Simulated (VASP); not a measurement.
Write the native input for VASP 6.6.1 that does the following.

| Property | Result |
| --- | --- |
| Task | single point |
| Functional | PBE |
| Potentials or basis | VASP PAW PBE potentials, release 64 (Ca_sv, F) |
| Cutoff | 600 eV |
| k mesh | 12 × 12 × 8 |
| Occupations | gaussian, width 0.1 eV |
| Spin | no spin polarisation |
| Dipole correction | no |
| Further INCAR settings | ALGO = Normal; EDIFF = 1e-06; NBANDS = 25 |

The structure of CaF lies in POSCAR:

```
CaF
1.0
    3.9775671381      0.0000000000      0.0000000000
    0.0000000000      3.9775671381      0.0000000000
    0.0000000000      0.0000000000      5.7605963845
Ca F
2 2
Direct
    0.5000000000      0.0000000000      0.7758504924
    0.0000000000      0.5000000000      0.2241495076
    0.0000000000      0.0000000000      0.0000000000
    0.5000000000      0.5000000000      0.0000000000
```

One way to write it, as run:

INCAR

```
SYSTEM = CaF
PREC     = Accurate       ! precision mode
ENCUT    = 600            ! plane-wave cutoff, eV
EDIFF    = 1E-6           ! SCF threshold, eV
ISMEAR   = 0              ! smearing method
SIGMA    = 0.1            ! smearing width, eV
LREAL    = .False.        ! projectors in reciprocal space
LASPH    = .True.         ! aspherical terms in the spheres
NELM     = 120            ! most SCF steps
ALGO     = Normal         ! electronic algorithm
ISIF     = 2              ! what is computed and relaxed
LWAVE    = .False.        ! write WAVECAR
LCHARG   = .False.        ! write CHGCAR
GGA      = PE             ! functional
NBANDS   = 25             ! bands
GGA_COMPAT= .False.
```

KPOINTS

```
Automatic mesh
0
Gamma
  12 12 8
  0 0 0
```

Potentials or basis: VASP PAW PBE potentials, release 64 (Ca_sv, F).

Launch:

```bash
$ cat potpaw_PBE.64/Ca_sv/POTCAR potpaw_PBE.64/F/POTCAR > POTCAR
$ mpirun -np 1 vasp_std > vasp.out
```

Results of the run:

- Pressure: -0.9 GPa
- Largest force: 0.045 eV/Å
- Band gap on the k mesh: zero (bands 17 and 18 overlap by 1.31 eV)

Run time: 9.5 min on 1 thread of Intel Xeon 8259CL, on a shared host, peak memory 0.46 GiB.
